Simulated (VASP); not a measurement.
# C33O2 in VASP: single point with r2SCAN+D3(BJ)

Aim: the single point of C33O2 with r2SCAN+D3(BJ).

Program: VASP 6.6.1. These are calculated values, not measurements. Logs are shortened: lines on timing, memory, paths and dates and some standing lists are left out, and cuts for length are marked.

### Step 1. The cell of the first run

The cell holds a slab with vacuum, 35 atoms: a = 9.864 Å, b = 9.864 Å, c = 11.000 Å, α = 90.00°, β = 90.00°, γ = 120.00°.

### Step 2. Single point, r2SCAN+D3(BJ)

Input file POSCAR:

```
C33O2
1.0
    9.8640000000      0.0000000000      0.0000000000
   -4.9320000000      8.5424750000      0.0000000000
    0.0000000000      0.0000000000     11.0000000000
C O
33 2
Direct
    0.0024453167      0.0003906949      0.0834116879
    0.1690831593      0.0836766588      0.0826903461
    0.0024077062      0.2503691087      0.0837993761
    0.1691281372      0.3337756162      0.0828973952
    0.0024567736      0.5004179962      0.0845046456
    0.1691271305      0.5837629674      0.0842627711
    0.0024524454      0.7504216340      0.0842713089
    0.1690865915      0.8337177151      0.0841956142
    0.2524271535      0.0003983703      0.0835352001
    0.4191186291      0.0837433770      0.0838811896
    0.2524953428      0.2503743873      0.0821600085
    0.4191926849      0.3337966129      0.0824649985
    0.2525174161      0.5004845207      0.0833948919
    0.4191886532      0.5837847154      0.0832218053
    0.2524579747      0.7504279303      0.0843919292
    0.4191197616      0.8337391724      0.0843760622
    0.5024565995      0.0004006126      0.0844512136
    0.6691282698      0.0837438672      0.0845503115
    0.5024702154      0.2504160680      0.0835034473
    0.6691512675      0.3337760648      0.0842005498
    0.5024966727      0.5004731815      0.0828855500
    0.6691023527      0.5837567065      0.0837961958
    0.5024685333      0.7504167674      0.0840429925
    0.6691271763      0.8337416038      0.0842164893
    0.7524579391      0.0004030092      0.0843727703
    0.9191156891      0.0837104479      0.0838480057
    0.7524426468      0.2504087488      0.0845512781
    0.9191135088      0.3337427979      0.0844488117
    0.7524469510      0.5004118377      0.0842038056
    0.9191062144      0.5837526591      0.0844935247
    0.7524519973      0.7504219101      0.0841218016
    0.9191165592      0.8337608785      0.0840479673
    0.2419889599      0.2895585920      0.3674389227
    0.3543708146      0.4119002320      0.3663105495
    0.1296706562      0.1671711375      0.3694203826
```

Input file INCAR.step1:

```
PREC = Accurate
ENCUT = 1100
ISMEAR = -1
SIGMA = 0.05
LREAL = Auto
LASPH = True
NELM = 120
NBANDS = 95
GGA = PE
ALGO = Normal
EDIFF = 1E-5
LWAVE = True
LCHARG = False
GGA_COMPAT = False
NELMDL = -8
```

Input file INCAR.step2:

```
PREC = Accurate
ENCUT = 1100
EDIFF = 1E-6
ISMEAR = -1
SIGMA = 0.05
LREAL = Auto
LASPH = True
NELM = 120
ALGO = Normal
ISIF = 2
LWAVE = False
LCHARG = True
METAGGA = R2SCAN
LMIXTAU = True
IVDW = 12
LELF = True
LVHAR = True
NBANDS = 95
VDW_S6 = 1.0
VDW_S8 = 0.78981345
VDW_A1 = 0.49484001
VDW_A2 = 5.73083694
ISTART = 1
GGA_COMPAT = False
```

Input file KPOINTS:

```
Automatic mesh
0
Gamma
  1 1 1
```

Potentials or basis: VASP PAW PBE potentials, release 64 (C_h, O_h).

Run with:

```console
$ cat potpaw_PBE.64/C_h/POTCAR potpaw_PBE.64/O_h/POTCAR > POTCAR
$ cp INCAR.step1 INCAR
$ mpirun -np 1 vasp_gam > vasp.out
$ cp INCAR.step2 INCAR
$ mpirun -np 1 vasp_gam > vasp.out
```

OUTCAR:

```text
PREC = Accurate
   ENCUT = 1100
   EDIFF = 1E-6
   ISMEAR = -1
   LREAL = Auto
   LASPH = True
   NELM = 120
   ISIF = 2
   METAGGA = R2SCAN
   IVDW = 12
   ISTART = 1
 IVDW          = 12

 ion  position               nearest neighbor table
   1  0.002  0.000  0.083-  32 1.42   2 1.42  26 1.42
   2  0.169  0.084  0.083-   9 1.42   1 1.42  11 1.42
   3  0.002  0.250  0.084-  26 1.42  28 1.42   4 1.42
   4  0.169  0.334  0.083-  13 1.42   3 1.42  11 1.42
   5  0.002  0.500  0.085-   6 1.42  28 1.42  30 1.42
   6  0.169  0.584  0.084-  15 1.42   5 1.42  13 1.42
[... 24 lines left out ...]
  31  0.752  0.750  0.084-  24 1.42  32 1.42  22 1.42
  32  0.919  0.834  0.084-   1 1.42  31 1.42   7 1.42
  33  0.242  0.290  0.367-  34 1.16  35 1.16
  34  0.354  0.412  0.366-  33 1.16
  35  0.130  0.167  0.369-  33 1.16

  LATTYP: Found a hexagonal cell.
 ALAT       =     9.8640000000
 C/A-ratio  =     1.1151662612

  Lattice vectors:

 A1 = (   9.8640000000,   0.0000000000,   0.0000000000)
 A2 = (  -4.9320000000,   8.5424750000,   0.0000000000)
 A3 = (   0.0000000000,   0.0000000000,  11.0000000000)

Analysis of symmetry for initial positions (statically):
=====================================================================
 Subroutine PRICEL returns:
 Original cell was already a primitive cell.

 Routine SETGRP: Setting up the symmetry group for a
 hexagonal supercell.

 Subroutine GETGRP returns: Found  1 space group operations
 (whereof  1 operations were pure point group operations)
 out of a pool of 24 trial point group operations.

The static configuration has the point symmetry C_1 .

Analysis of symmetry for dynamics (positions and initial velocities):
=====================================================================
 Subroutine PRICEL returns:
 Original cell was already a primitive cell.

 Routine SETGRP: Setting up the symmetry group for a
 hexagonal supercell.

 Subroutine GETGRP returns: Found  1 space group operations
 (whereof  1 operations were pure point group operations)
 out of a pool of 24 trial point group operations.

The dynamic configuration has the point symmetry C_1 .

 Subroutine INISYM returns: Found  1 space group operations
 (whereof  1 operations are pure point group operations),
 and found     1 'primitive' translations

----------------------------------------------------------------------------------------

                                     Primitive cell

  volume of cell :     926.8927

  direct lattice vectors                    reciprocal lattice vectors
     9.864000000  0.000000000  0.000000000     0.101378751  0.058531046  0.000000000
    -4.932000000  8.542475000  0.000000000     0.000000000  0.117062093  0.000000000
     0.000000000  0.000000000 11.000000000     0.000000000  0.000000000  0.090909091

  length of vectors
     9.864000000  9.864000361 11.000000000     0.117062097  0.117062093  0.090909091

  position of ions in fractional coordinates (direct lattice)
     0.002445317  0.000390695  0.083411688
     0.169083159  0.083676659  0.082690346
     0.002407706  0.250369109  0.083799376
     0.169128137  0.333775616  0.082897395
     0.002456774  0.500417996  0.084504646
     0.169127131  0.583762967  0.084262771
[... 27 lines left out ...]
     0.354370815  0.411900232  0.366310549
     0.129670656  0.167171137  0.369420383

  ion indices of the primitive-cell ions
   primitive index   ion index
                 1           1
                 2           2
                 3           3
                 4           4
                 5           5
                 6           6
[... 27 lines left out ...]
                34          34
                35          35

----------------------------------------------------------------------------------------

 KPOINTS: Automatic mesh

Automatic generation of k-mesh.
 Grid dimensions read from file:
 generate k-points for:    1    1    1

 Generating k-lattice:

  Cartesian coordinates                     Fractional coordinates (reciprocal lattice)
     0.101378751  0.058531046  0.000000000     1.000000000 -0.000000000  0.000000000
     0.000000000  0.117062093  0.000000000     0.000000000  1.000000000  0.000000000
     0.000000000  0.000000000  0.090909091     0.000000000  0.000000000  1.000000000

  Length of vectors
     0.117062097  0.117062093  0.090909091

  Shift w.r.t. Gamma in fractional coordinates (k-lattice)
     0.000000000  0.000000000  0.000000000

 Subroutine IBZKPT returns following result:
 ===========================================

 Found      1 irreducible k-points:

 Following reciprocal coordinates:
            Coordinates               Weight
  0.000000  0.000000  0.000000      1.000000
   k-points           NKPTS =      1   k-points in BZ     NKDIM =      1   number of bands    NBANDS=     95
   number of dos      NEDOS =    301   number of ions     NIONS =     35
   total plane-waves  NPLWV = ******
   dimension x,y,z NGX =   108 NGY =  108 NGZ =  120
   dimension x,y,z NGXF=   216 NGYF=  216 NGZF=  240
   ions per type =              33   2
   NGX,Y,Z   is equivalent  to a cutoff of  18.20, 18.20, 18.14 a.u.
   NGXF,Y,Z  is equivalent  to a cutoff of  36.40, 36.40, 36.27 a.u.
 SYSTEM =  unknown system
   PREC   = accura    normal or accurate (medium, high low for compatibility)
   ISTART =      1    job   : 0-new  1-cont  2-samecut
   ICHARG =      0    charge: 1-file 2-atom 10-const
   ISPIN  =      1    spin polarized calculation?
   LNONCOLLINEAR =      F non collinear calculations
   LSORBIT =      F    spin-orbit coupling
   LASPH  =      T    aspherical Exc in radial PAW
   ENCUT  = 1100.0 eV  80.85 Ry    8.99 a.u.  26.68 26.68 29.75*2*pi/ulx,y,z
   NELM   =    120;   NELMIN=  2; NELMDL=  0     # of ELM steps
   EDIFF  = 0.1E-05   stopping-criterion for ELM
   LREAL  =      T    real-space projection
   EDIFFG = 0.1E-04   stopping-criterion for IOM
   NSW    =      0    number of steps for IOM
   IBRION =     -1    ionic relax: 0-MD 1-quasi-New 2-CG
   NFREE  =      0    steps in history (QN), initial steepest desc. (CG)
   ISIF   =      2    stress and relaxation
   ISYM   =      2    0-nonsym 1-usesym 2-fastsym
   POTIM  = 0.5000    time-step for ionic-motion
   TEBEG  =    0.0;   TEEND  =   0.0 temperature during run
   PSTRESS=    0.0 pullay stress
   NELECT =     144.0000    total number of electrons
   NUPDOWN=      -1.0000    fix difference up-down
   EMIN   =  10.00;   EMAX   =-10.00  energy-range for DOS
   EFERMI =   0.00;   METHOD = LEGACY
   ISMEAR =    -1;   SIGMA  =   0.05  broadening in eV -4-tet -1-fermi 0-gaus
   EFERMI_NEDOS =   21; number of points for ismear=-14 and -15
   IALGO  =     38    algorithm
   IMIX   =      4    mixing-type and parameters
     AMIX     =   0.40;   BMIX     =  1.00
     AMIX_MAG =   1.60;   BMIX_MAG =  1.00
  volume/ion in A,a.u.               =      26.48       178.71
  Fermi-wavevector in a.u.,A,eV,Ry     =   0.880074  1.663099 10.538123  0.774530
  Thomas-Fermi vector in A             =   2.000385
   LORBIT       =      0    0 simple, 1 ext, 2 COOP (PROOUT), +10 PAW based schemes
   METAGGA = R2SCAN    functional components
   LHFCALC =     F    Hartree Fock is set to
   AEXX    =    0.0000 exact exchange contribution
   IVDW    =    12    specifies the selected vdW correction
   LEPSILON=     F    determine dielectric tensor
   LRPA    =     F    only Hartree local field effects (RPA)
 non-spin polarized calculation
  energy-cutoff  :     1100.00
  volume of cell :      926.89
 maximum number of plane-waves:     38346
 NGX is ok and might be reduce to   108
   NGX = 53   NGY = 53   NGZ = 59

 number of electron     144.0000000 magnetization

 Free energy of the ion-electron system (eV)
  ---------------------------------------------------
  ext. energy  EPLUGINS =         0.00000000
  ---------------------------------------------------
  free energy    TOTEN  =      -345.23641855 eV

  energy without entropy =     -345.23641855  energy(sigma->0) =     -345.23641855

 E-fermi :  -2.2471     XC(G=0):  -4.3352

 val. band max:       -3.5848502480   @ k =   0.0000   0.0000   0.0000
 cond. band min:       0.7165715261   @ k =   0.0000   0.0000   0.0000
 fundamental gap:      4.3014217741
 Fermi energy:        -2.2470963038

 k-point     1 :       0.0000    0.0000    0.0000
  band No.  band energies     occupation
      1     -27.4624      2.00000
      2     -26.3575      2.00000
      3     -21.8390      2.00000
      4     -20.3055      2.00000
      5     -20.3005      2.00000
      6     -20.2904      2.00000
[... 76 lines left out ...]
     83       3.3253      0.00000
     84       3.3500      0.00000
 [bands above 84 left out]

------------------------ aborting loop because EDIFF is reached ----------------------------------------

 Edisp (eV)   -1.21500

 E8    (eV) :    -0.2699

  FORCE on cell =-STRESS in cart. coord.  units (eV):
  Direction    XX          YY          ZZ          XY          YZ          ZX
  --------------------------------------------------------------------------------------
  -------------------------------------------------------------------------------------
  Total     -12.70809   -12.79576    -0.24216    -0.05095    -0.00010    -0.05717
  in kB     -21.96653   -22.11806    -0.41859    -0.08808    -0.00018    -0.09882
  external pressure =      -14.83 kB  Pullay stress =        0.00 kB

 VOLUME and BASIS-vectors are now :
 -----------------------------------------------------------------------------
  energy-cutoff  :     1100.00
  volume of cell :      926.89
      direct lattice vectors                 reciprocal lattice vectors
     9.864000000  0.000000000  0.000000000     0.101378751  0.058531046  0.000000000
    -4.932000000  8.542475000  0.000000000     0.000000000  0.117062093  0.000000000
     0.000000000  0.000000000 11.000000000     0.000000000  0.000000000  0.090909091

 POSITION                                       TOTAL-FORCE (eV/Angst)
 -----------------------------------------------------------------------------------
      0.02219      0.00334      0.91753        -0.001046      0.002706      0.002368
      1.25514      0.71481      0.90959        -0.000695     -0.005945      0.003774
     -1.21107      2.13877      0.92179         0.002928      0.001203     -0.003258
      0.02210      2.85127      0.91187        -0.004462      0.001421      0.004395
     -2.44383      4.27481      0.92955        -0.003606     -0.000669     -0.004456
     -1.21085      4.98678      0.92689         0.004796      0.002479     -0.006343
[... 27 lines left out ...]
      1.46402      3.51865      4.02942        -0.029185     -0.048476      0.015451
      0.45458      1.42806      4.06362         0.017905      0.058274      0.010746
 -----------------------------------------------------------------------------------
    total drift:                                0.001608      0.011446      0.010532

  FREE ENERGIE OF THE ION-ELECTRON SYSTEM (eV)
  ---------------------------------------------------
  free  energy   TOTEN  =      -346.4514179137 eV

  energy  without entropy=     -346.4514179137  energy(sigma->0) =     -346.45141791
```

It took 53 min on 1 thread of Intel Xeon Platinum 8259CL at 2.50GHz (Skylake/Cascade Lake), shared host; peak memory 2.6 GiB.

What came out:

| Quantity | Value |
| --- | --- |
| Free energy | -346.4514 eV |
| Largest force | 0.062 eV/Å |
| Band gap on the k mesh | 4.30 eV |
| Dispersion energy per atom | -0.035 eV |

Forces in eV/Å, atoms in the order of the input:
```
C   -0.001  0.003  0.002
C   -0.001 -0.006  0.004
C    0.003  0.001 -0.003
C   -0.004  0.001  0.004
C   -0.004 -0.001 -0.004
C    0.005  0.002 -0.006
C   -0.005 -0.002 -0.002
C    0.005  0.005 -0.002
C    0.003 -0.005 -0.002
C   -0.001 -0.002 -0.004
C   -0.004  0.002  0.004
C    0.006  0.005  0.006
C    0.004  0.000  0.000
C   -0.004 -0.002  0.006
C   -0.002  0.000 -0.002
C    0.000 -0.002 -0.003
C    0.000  0.001 -0.003
C    0.000  0.001 -0.004
C    0.004  0.007 -0.003
C    0.000 -0.007 -0.003
C    0.001 -0.004  0.005
C    0.005  0.002 -0.004
C    0.003 -0.001 -0.002
C   -0.002  0.002 -0.002
C    0.003 -0.001 -0.001
C    0.003  0.001  0.000
C    0.001  0.001 -0.002
C   -0.001 -0.003 -0.005
C   -0.005  0.005 -0.002
C    0.002  0.001  0.000
C    0.003 -0.001 -0.003
C    0.001 -0.001 -0.004
C   -0.008 -0.013  0.008
O   -0.029 -0.048  0.015
O    0.018  0.058  0.011
```

Caveat: the k points lie up to 0.74 Å⁻¹ apart; there is no dipole correction, which matters where the two faces differ; the PAW data sets were made with another functional, which shifts forces and pressure a little.
